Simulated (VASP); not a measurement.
# CdTe (P6_3/mmc) in VASP: a series of runs

The runs below take CdTe through single point, with PBE, r2SCAN.

Program: VASP 6.6.1. These are calculated values, not measurements. Logs are shortened: lines on timing, memory, paths and dates and some standing lists are left out, and cuts for length are marked.

## Step 1: The cell of the first run

The structure is hexagonal, space group P6_3/mmc (No. 194). The conventional cell has a = 4.315 Å, b = 4.315 Å, c = 7.071 Å, α = 90.00°, β = 90.00°, γ = 120.00°. Within 4.0 Å of Cd (site symmetry -3m) lie 6 Te at 3.05 Å and 2 Cd at 3.54 Å. Te (site symmetry -6m2) has 6 Cd at 3.05 Å within 4.0 Å.

## Step 2: Single point, PBE

INCAR reads:

```
SYSTEM = CdTe
  PREC = Accurate
  ENCUT = 520
  EDIFF = 1E-6
  ISMEAR = -1
  SIGMA = 0.02
  LREAL = .False.
  LASPH = .True.
  NELM = 60
  ALGO = Normal
  ISIF = 2
  LWAVE = .False.
  LCHARG = .False.
  GGA = PE
  NBANDS = 26
```

KPOINTS reads:

```
regular mesh
0
Gamma
  6 6 4
  0 0 0
```

POSCAR reads:

```
CdTe
1.0
    4.3149846540      0.0000000000      0.0000000000
   -2.1574923270      3.7368863273      0.0000000000
    0.0000000000      0.0000000000      7.0705359074
Cd Te
2 2
Direct
    0.0000000000      0.0000000000      0.0000000000
    0.0000000000      0.0000000000      0.5000000000
    0.3333333333      0.6666666667      0.2500000000
    0.6666666667      0.3333333333      0.7500000000
```

Potentials or basis: VASP PAW PBE potentials, release 64 (Cd, Te).

Run with:

```bash
> cat potpaw_PBE.64/Cd/POTCAR potpaw_PBE.64/Te/POTCAR > POTCAR
> mpirun -np 1 vasp_std > vasp.out
```

OUTCAR:

```text
SYSTEM = CdTe
   PREC = Accurate
   ENCUT = 520
   EDIFF = 1E-6
   ISMEAR = -1
   LREAL = .False.
   LASPH = .True.
   NELM = 60
   ISIF = 2
   GGA = PE

 ion  position               nearest neighbor table
   1  0.000  0.000  0.000-   3 3.05   4 3.05   3 3.05   4 3.05   4 3.05   3 3.05   2 3.54   2 3.54

   2  0.000  0.000  0.500-   3 3.05   4 3.05   3 3.05   4 3.05   4 3.05   3 3.05   1 3.54   1 3.54

   3  0.333  0.667  0.250-   1 3.05   2 3.05   1 3.05   2 3.05   1 3.05   2 3.05
   4  0.667  0.333  0.750-   1 3.05   2 3.05   1 3.05   2 3.05   1 3.05   2 3.05

  LATTYP: Found a hexagonal cell.
 ALAT       =     4.3149846540
 C/A-ratio  =     1.6386004759

  Lattice vectors:

 A1 = (   4.3149846540,   0.0000000000,   0.0000000000)
 A2 = (  -2.1574923270,   3.7368863273,   0.0000000000)
 A3 = (   0.0000000000,   0.0000000000,   7.0705359074)

Analysis of symmetry for initial positions (statically):
=====================================================================
 Subroutine PRICEL returns:
 Original cell was already a primitive cell.

 Routine SETGRP: Setting up the symmetry group for a
 hexagonal supercell.

 Subroutine GETGRP returns: Found 24 space group operations
 (whereof 12 operations were pure point group operations)
 out of a pool of 24 trial point group operations.

The static configuration has the point symmetry D_3d.
 The point group associated with its full space group is D_6h.

Analysis of symmetry for dynamics (positions and initial velocities):
=====================================================================
 Subroutine PRICEL returns:
 Original cell was already a primitive cell.

 Routine SETGRP: Setting up the symmetry group for a
 hexagonal supercell.

 Subroutine GETGRP returns: Found 24 space group operations
 (whereof 12 operations were pure point group operations)
 out of a pool of 24 trial point group operations.

The dynamic configuration has the point symmetry D_3d.
 The point group associated with its full space group is D_6h.

 Subroutine INISYM returns: Found 24 space group operations
 (whereof 12 operations are pure point group operations),
 and found     1 'primitive' translations

----------------------------------------------------------------------------------------

                                     Primitive cell

  volume of cell :     114.0096

  direct lattice vectors                    reciprocal lattice vectors
     4.314984654  0.000000000  0.000000000     0.231750535  0.133801233  0.000000000
    -2.157492327  3.736886327  0.000000000     0.000000000  0.267602467  0.000000000
     0.000000000  0.000000000  7.070535907     0.000000000  0.000000000  0.141431995

  length of vectors
     4.314984654  4.314984654  7.070535907     0.267602467  0.267602467  0.141431995

  position of ions in fractional coordinates (direct lattice)
     0.000000000  0.000000000  0.000000000
     0.000000000  0.000000000  0.500000000
     0.333333333  0.666666667  0.250000000
     0.666666667  0.333333333  0.750000000

  ion indices of the primitive-cell ions
   primitive index   ion index
                 1           1
                 2           2
                 3           3
                 4           4

----------------------------------------------------------------------------------------

 KPOINTS: regular mesh

Automatic generation of k-mesh.
 Grid dimensions read from file:
 generate k-points for:    6    6    4

 Generating k-lattice:

  Cartesian coordinates                     Fractional coordinates (reciprocal lattice)
     0.038625089  0.022300206  0.000000000     0.166666667  0.000000000  0.000000000
     0.000000000  0.044600411  0.000000000     0.000000000  0.166666667  0.000000000
     0.000000000  0.000000000  0.035357999     0.000000000  0.000000000  0.250000000

  Length of vectors
     0.044600411  0.044600411  0.035357999

  Shift w.r.t. Gamma in fractional coordinates (k-lattice)
     0.000000000  0.000000000  0.000000000

 Subroutine IBZKPT returns following result:
 ===========================================

 Found     21 irreducible k-points:

 Following reciprocal coordinates:
            Coordinates               Weight
  0.000000  0.000000  0.000000      1.000000
  0.166667 -0.000000  0.000000      6.000000
  0.333333 -0.000000  0.000000      6.000000
  0.500000  0.000000  0.000000      3.000000
  0.166667  0.166667  0.000000      6.000000
  0.333333  0.166667  0.000000     12.000000
[... 13 lines left out ...]
  0.333333  0.166667  0.500000     12.000000
  0.333333  0.333333  0.500000      2.000000
   k-points           NKPTS =     21   k-points in BZ     NKDIM =     21   number of bands    NBANDS=     26
   number of dos      NEDOS =    301   number of ions     NIONS =      4
   total plane-waves  NPLWV =  55296
   dimension x,y,z NGX =    32 NGY =   32 NGZ =   54
   dimension x,y,z NGXF=    64 NGYF=   64 NGZF=  108
   ions per type =               2   2
   NGX,Y,Z   is equivalent  to a cutoff of  12.33, 12.33, 12.70 a.u.
   NGXF,Y,Z  is equivalent  to a cutoff of  24.66, 24.66, 25.39 a.u.
 SYSTEM =  CdTe
   PREC   = accura    normal or accurate (medium, high low for compatibility)
   ISTART =      0    job   : 0-new  1-cont  2-samecut
   ICHARG =      2    charge: 1-file 2-atom 10-const
   ISPIN  =      1    spin polarized calculation?
   LNONCOLLINEAR =      F non collinear calculations
   LSORBIT =      F    spin-orbit coupling
   LASPH  =      T    aspherical Exc in radial PAW
   ENCUT  =  520.0 eV  38.22 Ry    6.18 a.u.   8.02  8.02 13.15*2*pi/ulx,y,z
   NELM   =     60;   NELMIN=  2; NELMDL= -5     # of ELM steps
   EDIFF  = 0.1E-05   stopping-criterion for ELM
   LREAL  =      F    real-space projection
   EDIFFG = 0.1E-04   stopping-criterion for IOM
   NSW    =      0    number of steps for IOM
   IBRION =     -1    ionic relax: 0-MD 1-quasi-New 2-CG
   NFREE  =      0    steps in history (QN), initial steepest desc. (CG)
   ISIF   =      2    stress and relaxation
   ISYM   =      2    0-nonsym 1-usesym 2-fastsym
   POTIM  = 0.5000    time-step for ionic-motion
   TEBEG  =    0.0;   TEEND  =   0.0 temperature during run
   PSTRESS=    0.0 pullay stress
   NELECT =      36.0000    total number of electrons
   NUPDOWN=      -1.0000    fix difference up-down
   EMIN   =  10.00;   EMAX   =-10.00  energy-range for DOS
   EFERMI =   0.00;   METHOD = LEGACY
   ISMEAR =    -1;   SIGMA  =   0.02  broadening in eV -4-tet -1-fermi 0-gaus
   EFERMI_NEDOS =   21; number of points for ismear=-14 and -15
   IALGO  =     38    algorithm
   IMIX   =      4    mixing-type and parameters
     AMIX     =   0.40;   BMIX     =  1.00
     AMIX_MAG =   1.60;   BMIX_MAG =  1.00
  volume/ion in A,a.u.               =      28.50       192.34
  Fermi-wavevector in a.u.,A,eV,Ry     =   1.114795  2.106658 16.908896  1.242769
  Thomas-Fermi vector in A             =   2.251394
   LORBIT       =      0    0 simple, 1 ext, 2 COOP (PROOUT), +10 PAW based schemes
   GGA     = PE    functional components
   LHFCALC =     F    Hartree Fock is set to
   AEXX    =    0.0000 exact exchange contribution
   IVDW    =     0    specifies the selected vdW correction
   LEPSILON=     F    determine dielectric tensor
   LRPA    =     F    only Hartree local field effects (RPA)
 non-spin polarized calculation
  energy-cutoff  :      520.00
  volume of cell :      114.01
 maximum number of plane-waves:      3114
   NGX = 17   NGY = 17   NGZ = 27

 number of electron      36.0000016 magnetization

 Free energy of the ion-electron system (eV)
  ---------------------------------------------------
  ext. energy  EPLUGINS =         0.00000000
  ---------------------------------------------------
  free energy    TOTEN  =        -8.78937715 eV

  energy without entropy =       -8.78781667  energy(sigma->0) =       -8.78859691

 E-fermi :   4.0355     XC(G=0):  -9.6851

 val. band max:        4.0320006373   @ k =   0.1667  -0.0000   0.0000
 cond. band min:       4.1302103747   @ k =   0.3333   0.3333   0.2500
 fundamental gap:      0.0982097374
 Fermi energy:         4.0354702867

 k-point     1 :       0.0000    0.0000    0.0000
  band No.  band energies     occupation
      1      -7.6491      2.00000
      2      -6.5709      2.00000
      3      -4.5933      2.00000
      4      -4.5933      2.00000
      5      -4.5867      2.00000
      6      -4.3951      2.00000
[... 18 lines left out ...]
     25       9.9426      0.00000
     26      10.6091      0.00000

 k-point     2 :       0.1667   -0.0000    0.0000
  band No.  band energies     occupation
      1      -7.4573      2.00000
      2      -6.6149      2.00000
      3      -4.5878      2.00000
      4      -4.5805      2.00000
      5      -4.4269      2.00000
      6      -4.4071      2.00000
[... 18 lines left out ...]
     25      10.0166      0.00000
     26      10.4839      0.00000

 k-point     3 :       0.3333   -0.0000    0.0000
  band No.  band energies     occupation
      1      -7.0147      2.00000
      2      -6.6600      2.00000
      3      -4.5926      2.00000
      4      -4.5766      2.00000
      5      -4.4966      2.00000
      6      -4.4402      2.00000
[... 18 lines left out ...]
     25      10.9022      0.00000
     26      11.5530      0.00000

 k-point     4 :       0.5000    0.0000    0.0000
  band No.  band energies     occupation
      1      -6.8403      2.00000
      2      -6.5569      2.00000
      3      -4.6006      2.00000
      4      -4.5884      2.00000
      5      -4.5320      2.00000
      6      -4.4699      2.00000
[... 18 lines left out ...]
     25      11.0092      0.00000
     26      12.7201      0.00000

 k-point     5 :       0.1667    0.1667    0.0000
  band No.  band energies     occupation
      1      -7.1292      2.00000
      2      -6.6658      2.00000
      3      -4.5992      2.00000
      4      -4.5441      2.00000
      5      -4.4584      2.00000
      6      -4.4189      2.00000
[... 18 lines left out ...]
     25      11.1562      0.00000
     26      11.5714      0.00000

 k-point     6 :       0.3333    0.1667    0.0000
  band No.  band energies     occupation
      1      -6.7894      2.00000
      2      -6.6410      2.00000
      3      -4.5894      2.00000
      4      -4.5037      2.00000
      5      -4.4933      2.00000
      6      -4.4414      2.00000
[... 340 lines left out ...]
 k-point    18 :       0.5000    0.0000    0.5000
  band No.  band energies     occupation
      1      -6.7097      2.00000
      2      -6.7097      2.00000
      3      -4.4663      2.00000
      4      -4.4663      2.00000
      5      -4.4152      2.00000
      6      -4.4152      2.00000
[... 18 lines left out ...]
     25      10.5519      0.00000
     26      10.5519      0.00000

 k-point    19 :       0.1667    0.1667    0.5000
  band No.  band energies     occupation
      1      -6.8931      2.00000
      2      -6.8931      2.00000
      3      -4.4894      2.00000
      4      -4.4894      2.00000
      5      -4.3986      2.00000
      6      -4.3986      2.00000
[... 18 lines left out ...]
     25      10.8241      0.00000
     26      10.8241      0.00000

 k-point    20 :       0.3333    0.1667    0.5000
  band No.  band energies     occupation
      1      -6.7116      2.00000
      2      -6.7116      2.00000
      3      -4.5080      2.00000
      4      -4.5080      2.00000
      5      -4.3926      2.00000
      6      -4.3926      2.00000
[... 18 lines left out ...]
     25      11.7697      0.00000
     26      11.7697      0.00000

 k-point    21 :       0.3333    0.3333    0.5000
  band No.  band energies     occupation
      1      -6.6535      2.00000
      2      -6.6535      2.00000
      3      -4.5424      2.00000
      4      -4.5424      2.00000
      5      -4.3620      2.00000
      6      -4.3620      2.00000
[... 18 lines left out ...]
     25      11.6932      0.00000
     26      11.6932      0.00000

------------------------ aborting loop because EDIFF is reached ----------------------------------------

  FORCE on cell =-STRESS in cart. coord.  units (eV):
  Direction    XX          YY          ZZ          XY          YZ          ZX
  --------------------------------------------------------------------------------------
  -------------------------------------------------------------------------------------
  Total        0.9338671      0.9338671      0.8231520      0.0000000      0.0000000      0.0000000
  in kB       13.1236360     13.1236360     11.5677572      0.0000000      0.0000000      0.0000000
  external PRESSURE =      12.6050097 kB  Pullay stress =       0.0000000 kB

 VOLUME and BASIS-vectors are now :
 -----------------------------------------------------------------------------
  energy-cutoff  :      520.00
  volume of cell :      114.01
      direct lattice vectors                 reciprocal lattice vectors
     4.314984654  0.000000000  0.000000000     0.231750535  0.133801233  0.000000000
    -2.157492327  3.736886327  0.000000000     0.000000000  0.267602467  0.000000000
     0.000000000  0.000000000  7.070535907     0.000000000  0.000000000  0.141431995

 POSITION                                       TOTAL-FORCE (eV/Angst)
 -----------------------------------------------------------------------------------
      0.00000      0.00000      0.00000         0.000000      0.000000     -0.000000
      0.00000      0.00000      3.53527         0.000000      0.000000     -0.000000
     -0.00000      2.49126      1.76763        -0.000000      0.000000      0.000000
      2.15749      1.24563      5.30290         0.000000      0.000000     -0.000000
 -----------------------------------------------------------------------------------
    total drift:                                0.000000     -0.000000      0.000000

  FREE ENERGIE OF THE ION-ELECTRON SYSTEM (eV)
  ---------------------------------------------------
  free  energy   TOTEN  =        -8.7893771538 eV

  energy  without entropy=       -8.7878166663  energy(sigma->0) =       -8.78859691
```

Wall time 86 s (1 thread of Intel Xeon 8259CL, shared host); peak memory 0.25 GiB.

What came out:

```
Free energy            : -8.7894 eV
Pressure               : 1.3 GPa
Band gap on the k mesh : zero (bands 18 and 19 overlap by 0.96 eV)
```

Levels at points of the mesh, in eV from the Fermi level:
```csv
k point,band 15,band 16,band 17,band 18,band 19,band 20,band 21,band 22
"(0.00, 0.00, 0.00)",-0.61,-0.53,-0.12,-0.12,-0.06,2.43,4.81,4.81
"(0.50, 0.00, 0.00)",-3.07,-2.29,-2.15,-0.12,1.35,2.18,2.74,3.90
"(0.00, 0.00, 0.50)",-0.34,-0.34,-0.34,-0.34,2.17,2.17,4.88,4.88
"(0.50, 0.00, 0.50)",-1.45,-1.45,-1.33,-1.33,0.82,0.82,4.09,4.09
```

Caveat: spin-orbit coupling is left out, which moves the levels of the heavy elements.

(Part 1 of 2 ends here.)

The gap in the log of VASP goes by the Fermi energy; the results here count the filled bands.